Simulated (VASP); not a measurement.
# Sc (P6_3/mmc) in VASP: a series of runs

Sc is run at these levels: PBE; tasks: single point.

All numbers are computed with VASP 6.6.1; they aren't measurements. Logs are shortened: lines on timing, memory, paths and dates and some standing lists are left out, and cuts for length are marked.

### 1 The cell of the first run

It takes space group P6_3/mmc (No. 194, hexagonal). The conventional cell has a = 3.518 Å, b = 3.518 Å, c = 5.618 Å, α = 90.00°, β = 90.00°, γ = 120.00°. Sc (site symmetry -6m2) has 12 Sc at 3.47 to 3.52 Å within 4.6 Å.

### 2 Single point, PBE (Y replaced by Sc, lengths x 0.937, strained)

Input file INCAR:

```
  PREC = Accurate
  ENCUT = 520
  EDIFF = 1E-7
  ISMEAR = 0
  SIGMA = 0.1
  LREAL = F
  LASPH = T
  NELM = 60
  ALGO = Fast
  ISIF = 2
  LWAVE = F
  LCHARG = F
  GGA = PE
  NBANDS = 18
```

Input file KPOINTS:

```
Automatic mesh
0
Gamma
  15 15 8
```

Input file POSCAR:

```
Sc
1.0
    3.5180995920      0.0000000000      0.0000000000
   -1.7590497960      3.0467636197      0.0000000000
    0.0000000000      0.0000000000      5.6181972380
Sc
2
Direct
    0.3333333333      0.6666666667      0.2500000000
    0.6666666667      0.3333333333      0.7500000000
```

Potentials or basis: VASP PAW PBE potentials, release 64 (Sc_sv).

Command:

```sh
> cat potpaw_PBE.64/Sc_sv/POTCAR > POTCAR
> mpirun -np 1 vasp_std > vasp.out
```

OUTCAR:

```text
PREC = Accurate
   ENCUT = 520
   EDIFF = 1E-7
   ISMEAR = 0
   LREAL = F
   LASPH = T
   NELM = 60
   ISIF = 2
   GGA = PE

 ion  position               nearest neighbor table
   1  0.333  0.667  0.250-
   2  0.667  0.333  0.750-

  LATTYP: Found a hexagonal cell.
 ALAT       =     3.5180995920
 C/A-ratio  =     1.5969409311

  Lattice vectors:

 A1 = (   3.5180995920,   0.0000000000,   0.0000000000)
 A2 = (  -1.7590497960,   3.0467636197,   0.0000000000)
 A3 = (   0.0000000000,   0.0000000000,   5.6181972380)

Analysis of symmetry for initial positions (statically):
=====================================================================
 Subroutine PRICEL returns:
 Original cell was already a primitive cell.

 Routine SETGRP: Setting up the symmetry group for a
 hexagonal supercell.

 Subroutine GETGRP returns: Found 24 space group operations
 (whereof 12 operations were pure point group operations)
 out of a pool of 24 trial point group operations.

The static configuration has the point symmetry D_3d.
 The point group associated with its full space group is D_6h.

Analysis of symmetry for dynamics (positions and initial velocities):
=====================================================================
 Subroutine PRICEL returns:
 Original cell was already a primitive cell.

 Routine SETGRP: Setting up the symmetry group for a
 hexagonal supercell.

 Subroutine GETGRP returns: Found 24 space group operations
 (whereof 12 operations were pure point group operations)
 out of a pool of 24 trial point group operations.

The dynamic configuration has the point symmetry D_3d.
 The point group associated with its full space group is D_6h.

 Subroutine INISYM returns: Found 24 space group operations
 (whereof 12 operations are pure point group operations),
 and found     1 'primitive' translations

----------------------------------------------------------------------------------------

                                     Primitive cell

  volume of cell :      60.2204

  direct lattice vectors                    reciprocal lattice vectors
     3.518099592  0.000000000  0.000000000     0.284244369  0.164108563  0.000000000
    -1.759049796  3.046763620  0.000000000     0.000000000  0.328217126  0.000000000
     0.000000000  0.000000000  5.618197238     0.000000000  0.000000000  0.177993039

  length of vectors
     3.518099592  3.518099592  5.618197238     0.328217126  0.328217126  0.177993039

  position of ions in fractional coordinates (direct lattice)
     0.333333333  0.666666667  0.250000000
     0.666666667  0.333333333  0.750000000

  ion indices of the primitive-cell ions
   primitive index   ion index
                 1           1
                 2           2

----------------------------------------------------------------------------------------

 KPOINTS: Automatic mesh

Automatic generation of k-mesh.
 Grid dimensions read from file:
 generate k-points for:   15   15    8

 Generating k-lattice:

  Cartesian coordinates                     Fractional coordinates (reciprocal lattice)
     0.018949625  0.010940571  0.000000000     0.066666667  0.000000000  0.000000000
     0.000000000  0.021881142  0.000000000     0.000000000  0.066666667  0.000000000
     0.000000000  0.000000000  0.022249130     0.000000000  0.000000000  0.125000000

  Length of vectors
     0.021881142  0.021881142  0.022249130

  Shift w.r.t. Gamma in fractional coordinates (k-lattice)
     0.000000000  0.000000000  0.000000000

 Subroutine IBZKPT returns following result:
 ===========================================

 Found    135 irreducible k-points:

 Following reciprocal coordinates:
            Coordinates               Weight
  0.000000  0.000000  0.000000      1.000000
  0.066667  0.000000  0.000000      6.000000
  0.133333  0.000000  0.000000      6.000000
  0.200000  0.000000  0.000000      6.000000
  0.266667  0.000000  0.000000      6.000000
  0.333333  0.000000  0.000000      6.000000
[... 16 lines left out ...]
  0.333333  0.200000  0.000000     12.000000
  0.400000  0.200000  0.000000      6.000000
 [... further k-points ...]
   k-points           NKPTS =    135   k-points in BZ     NKDIM =    135   number of bands    NBANDS=     18
   number of dos      NEDOS =    301   number of ions     NIONS =      2
   total plane-waves  NPLWV =  32928
   dimension x,y,z NGX =    28 NGY =   28 NGZ =   42
   dimension x,y,z NGXF=    56 NGYF=   56 NGZF=   84
   ions per type =               2
   NGX,Y,Z   is equivalent  to a cutoff of  13.23, 13.23, 12.43 a.u.
   NGXF,Y,Z  is equivalent  to a cutoff of  26.46, 26.46, 24.86 a.u.
 SYSTEM =  unknown system
   PREC   = accura    normal or accurate (medium, high low for compatibility)
   ISTART =      0    job   : 0-new  1-cont  2-samecut
   ICHARG =      2    charge: 1-file 2-atom 10-const
   ISPIN  =      1    spin polarized calculation?
   LNONCOLLINEAR =      F non collinear calculations
   LSORBIT =      F    spin-orbit coupling
   LASPH  =      T    aspherical Exc in radial PAW
   ENCUT  =  520.0 eV  38.22 Ry    6.18 a.u.   6.54  6.54 10.45*2*pi/ulx,y,z
   NELM   =     60;   NELMIN=  2; NELMDL= -5     # of ELM steps
   EDIFF  = 0.1E-06   stopping-criterion for ELM
   LREAL  =      F    real-space projection
   EDIFFG = 0.1E-05   stopping-criterion for IOM
   NSW    =      0    number of steps for IOM
   IBRION =     -1    ionic relax: 0-MD 1-quasi-New 2-CG
   NFREE  =      0    steps in history (QN), initial steepest desc. (CG)
   ISIF   =      2    stress and relaxation
   ISYM   =      2    0-nonsym 1-usesym 2-fastsym
   POTIM  = 0.5000    time-step for ionic-motion
   TEBEG  =    0.0;   TEEND  =   0.0 temperature during run
   PSTRESS=    0.0 pullay stress
   NELECT =      22.0000    total number of electrons
   NUPDOWN=      -1.0000    fix difference up-down
   EMIN   =  10.00;   EMAX   =-10.00  energy-range for DOS
   EFERMI =   0.00;   METHOD = LEGACY
   ISMEAR =     0;   SIGMA  =   0.10  broadening in eV -4-tet -1-fermi 0-gaus
   EFERMI_NEDOS =   21; number of points for ismear=-14 and -15
   IALGO  =     68    algorithm
   IMIX   =      4    mixing-type and parameters
     AMIX     =   0.40;   BMIX     =  1.00
     AMIX_MAG =   1.60;   BMIX_MAG =  1.00
  volume/ion in A,a.u.               =      30.11       203.19
  Fermi-wavevector in a.u.,A,eV,Ry     =   1.170310  2.211566 18.634902  1.369627
  Thomas-Fermi vector in A             =   2.306771
   LORBIT       =      0    0 simple, 1 ext, 2 COOP (PROOUT), +10 PAW based schemes
   GGA     = PE    functional components
   LHFCALC =     F    Hartree Fock is set to
   AEXX    =    0.0000 exact exchange contribution
   IVDW    =     0    specifies the selected vdW correction
   LEPSILON=     F    determine dielectric tensor
   LRPA    =     F    only Hartree local field effects (RPA)
 non-spin polarized calculation
 RMM-DIIS sequential band-by-band and
 Gauss-broadening in eV      SIGMA  =   0.10
  energy-cutoff  :      520.00
  volume of cell :       60.22
 maximum number of plane-waves:      1653
 NGX is ok and might be reduce to    28
   NGX = 13   NGY = 13   NGZ = 21

 number of electron      22.0000007 magnetization

 Free energy of the ion-electron system (eV)
  ---------------------------------------------------
  ext. energy  EPLUGINS =         0.00000000
  ---------------------------------------------------
  free energy    TOTEN  =       -12.20558059 eV

  energy without entropy =      -12.17772771  energy(sigma->0) =      -12.19165415

 E-fermi :   2.5929     XC(G=0):  -9.1079

 val. band max:        2.5899648863   @ k =   0.2667   0.1333   0.0000
 cond. band min:       2.5998940244   @ k =   0.4000   0.2000   0.3750
 fundamental gap:      0.0099291381
 Fermi energy:         2.5928940394

 k-point     1 :       0.0000    0.0000    0.0000
  band No.  band energies     occupation
      1     -47.3576      2.00000
      2     -47.3313      2.00000
      3     -26.0407      2.00000
      4     -25.8830      2.00000
      5     -25.8830      2.00000
      6     -25.8529      2.00000
[... 10 lines left out ...]
     17       4.5282      0.00000
     18       4.5300      0.00000

 k-point     2 :       0.0667    0.0000    0.0000
  band No.  band energies     occupation
      1     -47.3567      2.00000
      2     -47.3310      2.00000
      3     -26.0379      2.00000
      4     -25.8888      2.00000
      5     -25.8850      2.00000
      6     -25.8589      2.00000
[... 10 lines left out ...]
     17       4.4667      0.00000
     18       4.4847      0.00000

 k-point     3 :       0.1333    0.0000    0.0000
  band No.  band energies     occupation
      1     -47.3542      2.00000
      2     -47.3300      2.00000
      3     -26.0298      2.00000
      4     -25.9052      2.00000
      5     -25.8904      2.00000
      6     -25.8758      2.00000
[... 10 lines left out ...]
     17       4.3697      0.00000
     18       4.4314      0.00000

 k-point     4 :       0.2000    0.0000    0.0000
  band No.  band energies     occupation
      1     -47.3504      2.00000
      2     -47.3286      2.00000
      3     -26.0172      2.00000
      4     -25.9294      2.00000
      5     -25.9005      2.00000
      6     -25.8981      2.00000
[... 375 lines left out ...]
      4     -25.9733      2.00000
      5     -25.9625      2.00000
      6     -25.9295      2.00000
[... 10 lines left out ...]
     17       5.4702      0.00000
     18       5.7648      0.00000

 k-point    23 :       0.3333    0.2000    0.0000
  band No.  band energies     occupation
      1     -47.3330      2.00000
      2     -47.3260      2.00000
      3     -26.0004      2.00000
      4     -25.9740      2.00000
      5     -25.9475      2.00000
      6     -25.9426      2.00000
[... 10 lines left out ...]
     17       5.5825      0.00000
     18       5.6017      0.00000

 k-point    24 :       0.4000    0.2000    0.0000
  band No.  band energies     occupation
      1     -47.3317      2.00000
      2     -47.3263      2.00000
      3     -26.0047      2.00000
      4     -25.9728      2.00000
      5     -25.9489      2.00000
      6     -25.9402      2.00000
[... 10 lines left out ...]
     17       5.5565      0.00000
     18       5.5957      0.00000

 [... further k-points ...]
[... 5 lines left out ...]
  --------------------------------------------------------------------------------------
  -------------------------------------------------------------------------------------
  Total       -2.7591436     -2.7591436     -3.1181947      0.0000000      0.0000000      0.0000000
  in kB      -73.4075987    -73.4075987    -82.9602295      0.0000000      0.0000000      0.0000000
  external PRESSURE =     -76.5918090 kB  Pullay stress =       0.0000000 kB

 VOLUME and BASIS-vectors are now :
 -----------------------------------------------------------------------------
  energy-cutoff  :      520.00
  volume of cell :       60.22
      direct lattice vectors                 reciprocal lattice vectors
     3.518099592  0.000000000  0.000000000     0.284244369  0.164108563  0.000000000
    -1.759049796  3.046763620  0.000000000     0.000000000  0.328217126  0.000000000
     0.000000000  0.000000000  5.618197238     0.000000000  0.000000000  0.177993039

 POSITION                                       TOTAL-FORCE (eV/Angst)
 -----------------------------------------------------------------------------------
     -0.00000      2.03118      1.40455         0.000000     -0.000000      0.000000
      1.75905      1.01559      4.21365        -0.000000      0.000000      0.000000
 -----------------------------------------------------------------------------------
    total drift:                                0.000000     -0.000000      0.000000

  FREE ENERGIE OF THE ION-ELECTRON SYSTEM (eV)
  ---------------------------------------------------
  free  energy   TOTEN  =       -12.2055805937 eV

  energy  without entropy=      -12.1777277145  energy(sigma->0) =      -12.19165415
```

It took 2.1 min on 1 thread of Intel Xeon 6975P-C (Granite Rapids), shared host; peak memory 0.25 GiB.

Results:

```
Free energy            : -12.2056 eV
Pressure               : -7.7 GPa
Band gap on the k mesh : zero (band 11 reaches 3.36 eV, above the bottom of band 12 at 2.27 eV)
```

Stress tensor (GPa, compression positive):
```
-7.34  0.00  0.00
 0.00 -7.34  0.00
 0.00  0.00 -8.30
```

Levels at points of the mesh, in eV from the Fermi level:
```
           k point  band 9  band 10  band 11  band 12  band 13  band 14
(0.00, 0.00, 0.00)   -4.71    -1.45     0.15     1.34     1.34     1.41
(0.00, 0.00, 0.50)   -3.43    -3.43     0.76     0.76     1.29     1.29
```

Caveat: the cell differs from its parent crystal (Y replaced by Sc, lengths x 0.937, strained).

[end of part 1 of 2]
